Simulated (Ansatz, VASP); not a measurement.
# Ca: VASP beside Ansatz

```
CELL_PARAMETERS angstrom
4.82321 0.00000 0.00000
0.00000 4.82321 0.00000
0.00000 0.00000 4.38490
ATOMIC_POSITIONS crystal
Ca 0.50000 0.00000 0.34850
Ca 0.00000 0.50000 0.65150
```

Alike in both runs: task relaxation of cell and atoms; functional PBE; k mesh 4 × 4 × 4; occupations gaussian, width 0.1 eV; no spin polarisation.

```csv
,VASP,Ansatz
version,VASP 6.6.1,Ansatz 0.2.0
potentials or method,"VASP PAW PBE potentials, release 64 (Ca_sv), cutoff 600 eV","scalar-relativistic, plane waves, PAW"
valence electrons in the cell,20,20
```

```csv
,VASP,Ansatz,Ansatz less VASP
"gap on the k mesh at the Fermi level, each at its own relaxed structure (eV)",none,none,-
relaxed volume (Å³/atom),41.84,42.68,+0.839
relaxed length of the cell vector where the two differ most in proportion (Å),3.964,4.006,+0.0416
```

A gap of «none» marks a metal or a gap that the smearing closes.

Noted on VASP's run: the volume moved by over 15 % at a fixed basis, so the end points are rough.
